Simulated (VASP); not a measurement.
# NiGe (P4/mmm) in VASP: single point with r2SCAN

Aim: the single point of NiGe with r2SCAN.

Everything below comes from runs of VASP 6.6.1. Logs are shortened: lines on timing, memory, paths and dates and some standing lists are left out, and cuts for length are marked.

## (1) The cell of the first run

The typed cell holds 2 atoms: a = 2.937 Å, b = 2.937 Å, c = 2.933 Å, α = 90.00°, β = 90.00°, γ = 90.00°.

## (2) Single point, r2SCAN

Input file POSCAR:

```
NiGe
1.0
    2.9370030946      0.0000000000      0.0000000000
    0.0000000000      2.9370030946      0.0000000000
    0.0000000000      0.0000000000      2.9326761310
Ni Ge
1 1
Direct
    0.0000000000      0.0000000000      0.0000000000
    0.5000000000      0.5000000000      0.5000000000
```

Input file INCAR.step1:

```
PREC = Accurate ; ENCUT = 520
ISMEAR = 0 ; SIGMA = 0.1
LREAL = False ; LASPH = True
NELM = 100 ; NBANDS = 19
GGA = PE ; ALGO = Normal
EDIFF = 1E-4 ; LWAVE = True
LCHARG = False
```

Input file INCAR.step2:

```
PREC = Accurate ; ENCUT = 520
EDIFF = 1E-6 ; ISMEAR = 0
SIGMA = 0.1 ; LREAL = False
LASPH = True ; NELM = 100
ALGO = Normal ; ISIF = 2
LWAVE = False ; LCHARG = False
METAGGA = R2SCAN ; LMIXTAU = True
NBANDS = 19 ; ISTART = 1
```

Input file KPOINTS:

```
regular mesh
0
Gamma
  16 16 12
```

Potentials or basis: VASP PAW PBE potentials, release 64 (Ni, Ge_d).

On the command line:

```sh
$ cat potpaw_PBE.64/Ni/POTCAR potpaw_PBE.64/Ge_d/POTCAR > POTCAR
$ cp INCAR.step1 INCAR
$ mpirun -np 1 vasp_std > vasp.out
$ cp INCAR.step2 INCAR
$ mpirun -np 1 vasp_std > vasp.out
```

OUTCAR:

```text
PREC = Accurate
   ENCUT = 520
   EDIFF = 1E-6
   ISMEAR = 0
   LREAL = False
   LASPH = True
   NELM = 100
   ISIF = 2
   METAGGA = R2SCAN
   ISTART = 1

 ion  position               nearest neighbor table
   1  0.000  0.000  0.000-   2 2.54   2 2.54   2 2.54   2 2.54   2 2.54   2 2.54   2 2.54   2 2.54

   2  0.500  0.500  0.500-   1 2.54   1 2.54   1 2.54   1 2.54   1 2.54   1 2.54   1 2.54   1 2.54

  LATTYP: Found a simple tetragonal cell.
 ALAT       =     2.9370030946
 C/A-ratio  =     0.9985267419

  Lattice vectors:

 A1 = (   2.9370030946,   0.0000000000,   0.0000000000)
 A2 = (   0.0000000000,   2.9370030946,   0.0000000000)
 A3 = (   0.0000000000,   0.0000000000,   2.9326761310)

Analysis of symmetry for initial positions (statically):
=====================================================================
 Subroutine PRICEL returns:
 Original cell was already a primitive cell.

 Routine SETGRP: Setting up the symmetry group for a
 simple tetragonal supercell.

 Subroutine GETGRP returns: Found 16 space group operations
 (whereof 16 operations were pure point group operations)
 out of a pool of 16 trial point group operations.

The static configuration has the point symmetry D_4h.

Analysis of symmetry for dynamics (positions and initial velocities):
=====================================================================
 Subroutine PRICEL returns:
 Original cell was already a primitive cell.

 Routine SETGRP: Setting up the symmetry group for a
 simple tetragonal supercell.

 Subroutine GETGRP returns: Found 16 space group operations
 (whereof 16 operations were pure point group operations)
 out of a pool of 16 trial point group operations.

The dynamic configuration has the point symmetry D_4h.

 Subroutine INISYM returns: Found 16 space group operations
 (whereof 16 operations are pure point group operations),
 and found     1 'primitive' translations

----------------------------------------------------------------------------------------

                                     Primitive cell

  volume of cell :      25.2972

  direct lattice vectors                    reciprocal lattice vectors
     2.937003095  0.000000000  0.000000000     0.340483128  0.000000000  0.000000000
     0.000000000  2.937003095  0.000000000     0.000000000  0.340483128  0.000000000
     0.000000000  0.000000000  2.932676131     0.000000000  0.000000000  0.340985487

  length of vectors
     2.937003095  2.937003095  2.932676131     0.340483128  0.340483128  0.340985487

  position of ions in fractional coordinates (direct lattice)
     0.000000000  0.000000000  0.000000000
     0.500000000  0.500000000  0.500000000

  ion indices of the primitive-cell ions
   primitive index   ion index
                 1           1
                 2           2

----------------------------------------------------------------------------------------

 KPOINTS: regular mesh

Automatic generation of k-mesh.
 Grid dimensions read from file:
 generate k-points for:   16   16   12

 Generating k-lattice:

  Cartesian coordinates                     Fractional coordinates (reciprocal lattice)
     0.021280195  0.000000000  0.000000000     0.062500000  0.000000000  0.000000000
     0.000000000  0.021280195  0.000000000     0.000000000  0.062500000  0.000000000
     0.000000000  0.000000000  0.028415457     0.000000000  0.000000000  0.083333333

  Length of vectors
     0.021280195  0.021280195  0.028415457

  Shift w.r.t. Gamma in fractional coordinates (k-lattice)
     0.000000000  0.000000000  0.000000000

 Subroutine IBZKPT returns following result:
 ===========================================

 Found    315 irreducible k-points:

 Following reciprocal coordinates:
            Coordinates               Weight
  0.000000  0.000000  0.000000      1.000000
  0.062500  0.000000  0.000000      4.000000
  0.125000  0.000000  0.000000      4.000000
  0.187500  0.000000  0.000000      4.000000
  0.250000  0.000000  0.000000      4.000000
  0.312500  0.000000  0.000000      4.000000
[... 16 lines left out ...]
  0.437500  0.125000  0.000000      8.000000
  0.500000  0.125000  0.000000      4.000000
 [... further k-points ...]
   k-points           NKPTS =    315   k-points in BZ     NKDIM =    315   number of bands    NBANDS=     19
   number of dos      NEDOS =    301   number of ions     NIONS =      2
   total plane-waves  NPLWV =  13824
   dimension x,y,z NGX =    24 NGY =   24 NGZ =   24
   dimension x,y,z NGXF=    48 NGYF=   48 NGZF=   48
   ions per type =               1   1
   NGX,Y,Z   is equivalent  to a cutoff of  13.58, 13.58, 13.60 a.u.
   NGXF,Y,Z  is equivalent  to a cutoff of  27.17, 27.17, 27.21 a.u.
 SYSTEM =  unknown system
   PREC   = accura    normal or accurate (medium, high low for compatibility)
   ISTART =      1    job   : 0-new  1-cont  2-samecut
   ICHARG =      0    charge: 1-file 2-atom 10-const
   ISPIN  =      1    spin polarized calculation?
   LNONCOLLINEAR =      F non collinear calculations
   LSORBIT =      F    spin-orbit coupling
   LASPH  =      T    aspherical Exc in radial PAW
   ENCUT  =  520.0 eV  38.22 Ry    6.18 a.u.   5.46  5.46  5.45*2*pi/ulx,y,z
   NELM   =    100;   NELMIN=  2; NELMDL=  0     # of ELM steps
   EDIFF  = 0.1E-05   stopping-criterion for ELM
   LREAL  =      F    real-space projection
   EDIFFG = 0.1E-04   stopping-criterion for IOM
   NSW    =      0    number of steps for IOM
   IBRION =     -1    ionic relax: 0-MD 1-quasi-New 2-CG
   NFREE  =      0    steps in history (QN), initial steepest desc. (CG)
   ISIF   =      2    stress and relaxation
   ISYM   =      2    0-nonsym 1-usesym 2-fastsym
   POTIM  = 0.5000    time-step for ionic-motion
   TEBEG  =    0.0;   TEEND  =   0.0 temperature during run
   PSTRESS=    0.0 pullay stress
   NELECT =      24.0000    total number of electrons
   NUPDOWN=      -1.0000    fix difference up-down
   EMIN   =  10.00;   EMAX   =-10.00  energy-range for DOS
   EFERMI =   0.00;   METHOD = LEGACY
   ISMEAR =     0;   SIGMA  =   0.10  broadening in eV -4-tet -1-fermi 0-gaus
   EFERMI_NEDOS =   21; number of points for ismear=-14 and -15
   IALGO  =     38    algorithm
   IMIX   =      4    mixing-type and parameters
     AMIX     =   0.40;   BMIX     =  1.00
     AMIX_MAG =   1.60;   BMIX_MAG =  1.00
  volume/ion in A,a.u.               =      12.65        85.36
  Fermi-wavevector in a.u.,A,eV,Ry     =   1.608623  3.039857 35.207360  2.587668
  Thomas-Fermi vector in A             =   2.704463
   LORBIT       =      0    0 simple, 1 ext, 2 COOP (PROOUT), +10 PAW based schemes
   METAGGA = R2SCAN    functional components
   LHFCALC =     F    Hartree Fock is set to
   AEXX    =    0.0000 exact exchange contribution
   IVDW    =     0    specifies the selected vdW correction
   LEPSILON=     F    determine dielectric tensor
   LRPA    =     F    only Hartree local field effects (RPA)
 non-spin polarized calculation
 Gauss-broadening in eV      SIGMA  =   0.10
  energy-cutoff  :      520.00
  volume of cell :       25.30
 maximum number of plane-waves:       705
 NGX is ok and might be reduce to    24
   NGX = 11   NGY = 11   NGZ = 11

 number of electron      24.0000012 magnetization

 Free energy of the ion-electron system (eV)
  ---------------------------------------------------
  ext. energy  EPLUGINS =         0.00000000
  ---------------------------------------------------
  free energy    TOTEN  =       -25.78140330 eV

  energy without entropy =      -25.77661899  energy(sigma->0) =      -25.77901114

 E-fermi :   9.9901     XC(G=0): -14.2437

 val. band max:        9.9898333877   @ k =   0.5000   0.4375   0.0000
 cond. band min:       9.9942505901   @ k =   0.4375   0.0000   0.5000
 fundamental gap:      0.0044172024
 Fermi energy:         9.9901465034

 k-point     1 :       0.0000    0.0000    0.0000
  band No.  band energies     occupation
      1     -15.9015      2.00000
      2     -15.9000      2.00000
      3     -15.7802      2.00000
      4     -15.7802      2.00000
      5     -15.7800      2.00000
      6      -4.5262      2.00000
[... 11 lines left out ...]
     18      32.1872      0.00000
     19      32.2043      0.00000

 k-point     2 :       0.0625    0.0000    0.0000
  band No.  band energies     occupation
      1     -15.9009      2.00000
      2     -15.8960      2.00000
      3     -15.7816      2.00000
      4     -15.7814      2.00000
      5     -15.7800      2.00000
      6      -4.4555      2.00000
[... 11 lines left out ...]
     18      30.8403      0.00000
     19      30.8899      0.00000

 k-point     3 :       0.1250    0.0000    0.0000
  band No.  band energies     occupation
      1     -15.8997      2.00000
      2     -15.8838      2.00000
      3     -15.7855      2.00000
      4     -15.7853      2.00000
      5     -15.7794      2.00000
      6      -4.2440      2.00000
[... 11 lines left out ...]
     18      28.9438      0.00000
     19      28.9930      0.00000

 k-point     4 :       0.1875    0.0000    0.0000
  band No.  band energies     occupation
      1     -15.8981      2.00000
      2     -15.8654      2.00000
      3     -15.7914      2.00000
      4     -15.7912      2.00000
      5     -15.7786      2.00000
      6      -3.8941      2.00000
[... 11 lines left out ...]
     18      27.1075      0.00000
     19      27.1566      0.00000

 k-point     5 :       0.2500    0.0000    0.0000
  band No.  band energies     occupation
      1     -15.8962      2.00000
      2     -15.8438      2.00000
      3     -15.7984      2.00000
      4     -15.7982      2.00000
      5     -15.7776      2.00000
      6      -3.4113      2.00000
[... 11 lines left out ...]
     18      25.4294      0.00000
     19      25.8476      0.00000
[... 334 lines left out ...]
      2     -15.8155      2.00000
      3     -15.8129      2.00000
      4     -15.8051      2.00000
      5     -15.7825      2.00000
      6      -2.5447      2.00000
[... 11 lines left out ...]
     18      24.0534      0.00000
     19      25.9339      0.00000

 k-point    22 :       0.3750    0.1250    0.0000
  band No.  band energies     occupation
      1     -15.8812      2.00000
      2     -15.8194      2.00000
      3     -15.8111      2.00000
      4     -15.7972      2.00000
      5     -15.7817      2.00000
      6      -1.8625      2.00000
[... 11 lines left out ...]
     18      22.8094      0.00000
     19      24.9772      0.00000

 k-point    23 :       0.4375    0.1250    0.0000
  band No.  band energies     occupation
      1     -15.8801      2.00000
      2     -15.8237      2.00000
      3     -15.8151      2.00000
      4     -15.7850      2.00000
      5     -15.7813      2.00000
      6      -1.1905      2.00000
[... 11 lines left out ...]
     18      23.2090      0.00000
     19      24.2445      0.00000

 k-point    24 :       0.5000    0.1250    0.0000
  band No.  band energies     occupation
      1     -15.8797      2.00000
      2     -15.8252      2.00000
      3     -15.8165      2.00000
      4     -15.7811      2.00000
      5     -15.7807      2.00000
      6      -0.8479      2.00000
[... 11 lines left out ...]
     18      23.4534      0.00000
     19      23.8935      0.00000

 [... further k-points ...]
[... 5 lines left out ...]
  --------------------------------------------------------------------------------------
  -------------------------------------------------------------------------------------
  Total       -0.0045342     -0.0045342      0.0012320      0.0000000      0.0000000      0.0000000
  in kB       -0.2871695     -0.2871695      0.0780268      0.0000000      0.0000000      0.0000000
  external PRESSURE =      -0.1654374 kB  Pullay stress =       0.0000000 kB

 VOLUME and BASIS-vectors are now :
 -----------------------------------------------------------------------------
  energy-cutoff  :      520.00
  volume of cell :       25.30
      direct lattice vectors                 reciprocal lattice vectors
     2.937003095  0.000000000  0.000000000     0.340483128  0.000000000  0.000000000
     0.000000000  2.937003095  0.000000000     0.000000000  0.340483128  0.000000000
     0.000000000  0.000000000  2.932676131     0.000000000  0.000000000  0.340985487

 POSITION                                       TOTAL-FORCE (eV/Angst)
 -----------------------------------------------------------------------------------
      0.00000      0.00000      0.00000         0.000000      0.000000      0.000000
      1.46850      1.46850      1.46634         0.000000      0.000000      0.000000
 -----------------------------------------------------------------------------------
    total drift:                                0.000000      0.000000     -0.000000

  FREE ENERGIE OF THE ION-ELECTRON SYSTEM (eV)
  ---------------------------------------------------
  free  energy   TOTEN  =       -25.7814032991 eV

  energy  without entropy=      -25.7766189909  energy(sigma->0) =      -25.77901114
```

Wall time 2.1 min (1 thread of Intel Xeon 6975P-C (Granite Rapids), shared host); peak memory 0.27 GiB.

Results:

```
Free energy            : -25.7814 eV
Pressure               : 0.0 GPa
Band gap on the k mesh : zero (bands 12 and 13 overlap by 3.72 eV)
```

Caveat: the PAW data sets were made with another functional, which shifts forces and pressure a little. Spin polarisation is off, so any magnetic state and its effect on volume and gap are missing.
